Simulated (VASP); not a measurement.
Here is a VASP 6.6.1 calculation.

Contents of INCAR:

```
SYSTEM = HgTe
PREC = Accurate
ENCUT = 520
EDIFF = 1E-6
ISMEAR = 0
SIGMA = 0.15
LREAL = .FALSE.
LASPH = .TRUE.
NELM = 60
ALGO = Normal
ISIF = 2
LWAVE = .FALSE.
LCHARG = .FALSE.
GGA = PE
NBANDS = 16
```

File KPOINTS:

```
regular mesh
0
G
  14 14 14
  0 0 0
```

File POSCAR:

```
HgTe
1.0
    0.0000000000      3.0771170000      3.0771170000
    3.0771170000      0.0000000000      3.0771170000
    3.0771170000      3.0771170000      0.0000000000
Hg Te
1 1
Direct
    0.0304668298      0.0304668298     -0.0304668298
    0.5000000000      0.5000000000      0.5000000000
```

Potentials or basis: VASP PAW PBE potentials, release 64 (Hg, Te).

The run is started by

```sh
$ cat potpaw_PBE.64/Hg/POTCAR potpaw_PBE.64/Te/POTCAR > POTCAR
$ mpirun -np 1 vasp_std > vasp.out
```

Problem. Predict the largest force.

Solution. 0.351 eV/Å.

Problem. Estimate the pressure.

Solution. 0.4 GPa.

Stress tensor (GPa, compression positive):
```
-0.21  0.00  0.00
 0.00 -0.21  0.00
 0.00  0.00  1.64
```

Caveat: the cell differs from its parent crystal (all Hg atoms moved +0.188 Å, as atom 1 along Cartesian [0 0 1]).
